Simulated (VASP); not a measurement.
Write the native input for VASP 6.6.1 that does the following.

```yaml
Task: single point
Functional: PBEsol
Potentials_or_basis: VASP PAW PBE potentials, release 64 (Al, O)
Cutoff: 520 eV
k_mesh: 6 × 6 × 6
Occupations: gaussian, width 0.02 eV
Spin: no spin polarisation
Dipole_correction: no
Further_INCAR_settings: ALGO = Normal; EDIFF = 1e-06; NBANDS = 35
```

The structure of Al2O3 lies in POSCAR:

```
Al2O3
1.0
    2.3869305998      1.3780950243      4.3382850848
   -2.3869305998      1.3780950243      4.3382850848
    0.0000000000     -2.7561900487      4.3382850848
Al O
4 6
Direct
    0.1479209713      0.1479209713      0.1479209713
    0.3520790287      0.3520790287      0.3520790287
    0.6479209713      0.6479209713      0.6479209713
    0.8520790287      0.8520790287      0.8520790287
    0.9441401450      0.5558598550      0.2500000000
    0.4441401450      0.7500000000      0.0558598550
    0.5558598550      0.2500000000      0.9441401450
    0.2500000000      0.9441401450      0.5558598550
    0.7500000000      0.0558598550      0.4441401450
    0.0558598550      0.4441401450      0.7500000000
```

The input as run:

INCAR

```
SYSTEM = Al2O3
PREC     = Accurate       ! precision mode
ENCUT    = 520            ! plane-wave cutoff, eV
EDIFF    = 1E-6           ! SCF threshold, eV
ISMEAR   = 0              ! smearing method
SIGMA    = 0.02           ! smearing width, eV
LREAL    = .False.        ! projectors in reciprocal space
LASPH    = .True.         ! aspherical terms in the spheres
NELM     = 60             ! most SCF steps
ALGO     = Normal         ! electronic algorithm
ISIF     = 2              ! what is computed and relaxed
LWAVE    = .False.        ! write WAVECAR
LCHARG   = .False.        ! write CHGCAR
GGA      = PS             ! functional
NBANDS   = 35             ! bands
```

KPOINTS

```
Automatic mesh
0
Gamma
  6 6 6
  0 0 0
```

Potentials or basis: VASP PAW PBE potentials, release 64 (Al, O).

Run with:

```console
$ cat potpaw_PBE.64/Al/POTCAR potpaw_PBE.64/O/POTCAR > POTCAR
$ mpirun -np 1 vasp_std > vasp.out
```

Results of the run:

```yaml
Pressure: 0.1 GPa
Largest_force: 0.005 eV/Å
Band_gap_on_the_k_mesh: 6.04 eV
```

Caveat: the PAW data sets were made with another functional, which shifts forces and pressure a little.

Wall time 89 s on 1 thread of Intel(R) Xeon(R) Platinum 8259CL CPU @ 2.50GHz (Skylake/Cascade Lake), with other jobs on the host, peak memory 0.27 GiB.
